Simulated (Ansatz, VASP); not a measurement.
## TiO in VASP and in Ansatz

```
Ti O
1.0
     2.81960    0.00000    0.00000
    -1.40980    2.44185    0.00000
     0.00000    0.00000    5.52763
Ti O
2 2
Direct
  0.33333 0.66667 0.25000
  0.66667 0.33333 0.75000
  0.00000 0.00000 0.00000
  0.00000 0.00000 0.50000
```

Alike in both runs: functional r2SCAN; dispersion rVV10; k mesh 18 × 18 × 8; occupations gaussian, width 0.1 eV; no spin polarisation.

Ansatz relaxed the structure, and its values are those at the end. VASP's run is a single point on that final structure, the one shown.

```csv
,VASP,Ansatz
version,VASP 6.6.1,Ansatz 0.2.0
potentials or method,"VASP PAW PBE potentials, release 64 (Ti_sv, O), cutoff 520 eV","scalar-relativistic, plane waves, PAW"
valence electrons in the cell,36,36
```

VASP gave:

* gap on the k mesh at the Fermi level (eV): none
* pressure (GPa): 1.9

What did Ansatz give for the same quantities?

gap on the k mesh at the Fermi level (eV): none; pressure (GPa): 0.0.

VASP's potentials were made for PBE, not for r2SCAN. A gap of «none» marks a metal or a gap that the smearing closes.
